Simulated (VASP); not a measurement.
A run of VASP 6.6.1 is set up as follows.

INCAR

```
SYSTEM = AlP
ALGO = Normal
EDIFF = 1E-7
EDIFFG = -0.005
ENCUT = 500
GGA = PE
GGA_COMPAT = .FALSE.
IBRION = 2
ISIF = 3
ISMEAR = -1
LASPH = .TRUE.
LCHARG = .FALSE.
LREAL = .FALSE.
LWAVE = .FALSE.
NELM = 120
NELMIN = 4
NSW = 80
PREC = Accurate
SIGMA = 0.02
```

The input KPOINTS:

```
k-points
0
G
  8 8 8
  0 0 0
```

POSCAR

```
AlP
1.0
    0.0000000000      2.7255000000      2.7255000000
    2.7255000000      0.0000000000      2.7255000000
    2.7255000000      2.7255000000      0.0000000000
Al P
1 1
Direct
    0.0000000000      0.0000000000      0.0000000000
    0.2500000000      0.2500000000      0.2500000000
```

Potentials or basis: VASP PAW PBE potentials, release 64 (Al, P).

The run is started by

```bash
$ cat potpaw_PBE.64/Al/POTCAR potpaw_PBE.64/P/POTCAR > POTCAR
$ mpirun -np 1 vasp_std > vasp.out
```

Problem. Estimate the relaxed cell.

Solution. a = 3.893 Å, b = 3.893 Å, c = 3.893 Å, α = 60.00°, β = 60.00°, γ = 60.00°.

Problem. Estimate the space group after relaxing (to 0.05 Å).

Solution. F-43m (No. 216).

Problem. What does it give for the relaxed volume?

Solution. 20.86 Å³/atom.

Final structure:
```
Al P
1.0
     0.00000    2.75278    2.75278
     2.75278    0.00000    2.75278
     2.75278    2.75278    0.00000
Al P
1 1
Direct
  0.00000 0.00000 0.00000
  0.25000 0.25000 0.25000
```

PBE usually gives volumes a little too large and moduli too small. Zero-point motion and thermal expansion aren't in these numbers.
